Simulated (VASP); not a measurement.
HfO2: single point with PBE

Crystal: HfO2.

```
CELL_PARAMETERS angstrom
0.00000 2.55750 2.55750
2.55750 0.00000 2.55750
2.55750 2.55750 0.00000
ATOMIC_POSITIONS crystal
Hf 0.95396 0.07187 0.95176
O 0.16207 0.28515 0.23285
O 0.67324 0.78216 0.70934
```

| Item | Value |
| --- | --- |
| Program | VASP 6.6.1 |
| Task | single point |
| Functional | PBE |
| Potentials or basis | VASP PAW PBE potentials, release 64 (Hf_pv, O) |
| Cutoff | 520 eV |
| k mesh | 6 × 6 × 6 |
| Occupations | fermi-dirac, width 0.08 eV |
| Spin | no spin polarisation |
| Dipole correction | no |
| Further INCAR settings | ALGO = Normal; EDIFF = 1e-06; NBANDS = 18 |

| Property | Result |
| --- | --- |
| Pressure | -1.9 GPa |
| Largest force | 0.977 eV/Å |
| Band gap on the k mesh | 3.76 eV |

Forces in eV/Å, atoms in the order of the input:
```
Hf  -0.178 -0.016 -0.961
O   -0.377 -0.108  0.708
O    0.555  0.124  0.253
```

Stress tensor (GPa, compression positive):
```
-1.72  0.84  0.59
 0.84 -2.02 -0.59
 0.59 -0.59 -1.85
```

Levels at points of the mesh, in eV from the valence-band top:
```tsv
k point	band 7	band 8	band 9	band 10	band 11	band 12	band 13	band 14	band 15	band 16
(0.00, 0.00, 0.00)	-5.23	-5.08	-1.13	-0.79	-0.75	3.80	4.44	5.46	9.55	9.64
(0.50, 0.00, 0.00)	-4.27	-3.05	-2.75	-2.04	-1.84	4.49	4.67	6.43	9.00	9.19
(0.00, 0.50, 0.00)	-4.17	-3.15	-2.70	-2.10	-1.91	4.49	4.66	6.36	8.90	9.02
(0.00, 0.00, 0.50)	-4.05	-3.29	-2.58	-2.21	-2.10	4.54	4.67	6.49	8.63	8.72
(0.50, 0.50, 0.50)	-4.41	-3.07	-2.73	-1.99	-1.78	4.43	4.70	6.23	9.10	9.33
(0.50, 0.50, 0.00)	-3.58	-3.56	-1.66	-1.49	-0.21	3.78	5.27	6.79	7.79	8.01
(0.00, 0.50, 0.50)	-3.63	-3.52	-1.98	-1.43	0.00	3.76	5.27	6.29	7.26	8.24
(0.50, 0.00, 0.50)	-3.61	-3.53	-1.96	-1.45	0.00	3.77	5.27	6.29	7.27	8.21
```

Run time: 40 s on 1 thread of Intel(R) Xeon(R) Platinum 8375C CPU @ 2.90GHz (Ice Lake), with other jobs on the host, peak memory 0.2 GiB.

Caveat: spin-orbit coupling is left out, which moves the levels of the heavy elements. Expect the measured gap to be larger: semilocal functionals such as PBE lack the derivative discontinuity.
